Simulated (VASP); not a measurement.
Input of a VASP 6.6.1 run:

File POSCAR:

```
Zn
1.0
    2.6339144954      0.0000000000      0.0000000000
   -1.3169572477      2.2810368644      0.0000000000
    0.0000000000      0.0000000000      4.8988836645
Zn
2
Direct
    0.6666666667      0.3333333333      0.7500000000
    0.3333333333      0.6666666667      0.2500000000
```

File INCAR.step1:

```
SYSTEM = Zn
PREC = Accurate
ENCUT = 550
ISMEAR = 1
SIGMA = 0.025
LREAL = .False.
LASPH = .True.
NELM = 120
NBANDS = 19
GGA = PE
ALGO = Normal
EDIFF = 1E-5
LWAVE = .True.
LCHARG = .False.
GGA_COMPAT = .False.
```

Contents of INCAR.step2:

```
SYSTEM = Zn
PREC = Accurate
ENCUT = 550
EDIFF = 1E-6
ISMEAR = 1
SIGMA = 0.025
LREAL = .False.
LASPH = .True.
NELM = 120
ALGO = Normal
ISIF = 2
LWAVE = .False.
LCHARG = .False.
METAGGA = R2SCAN
LMIXTAU = .True.
NBANDS = 19
ISTART = 1
GGA_COMPAT = .False.
```

The input KPOINTS:

```
regular mesh
0
Gamma
  11 11 6
  0 0 0
```

Potentials or basis: VASP PAW PBE potentials, release 64 (Zn).

Run with:

```sh
$ cat potpaw_PBE.64/Zn/POTCAR > POTCAR
$ cp INCAR.step1 INCAR
$ mpirun -np 1 vasp_std > vasp.out
$ cp INCAR.step2 INCAR
$ mpirun -np 1 vasp_std > vasp.out
```

**Question.** What does it give for the band gap on the k mesh?

**Answer.** Zero (band 12 reaches 4.97 eV, above the bottom of band 13 at 0.09 eV).

**Question.** Estimate the pressure.

**Answer.** -1.5 GPa.

Stress tensor (GPa, compression positive):
```
-0.76  0.00  0.00
 0.00 -0.76  0.00
 0.00  0.00 -2.89
```

Caveat: the PAW data sets were made with another functional, which shifts forces and pressure a little.
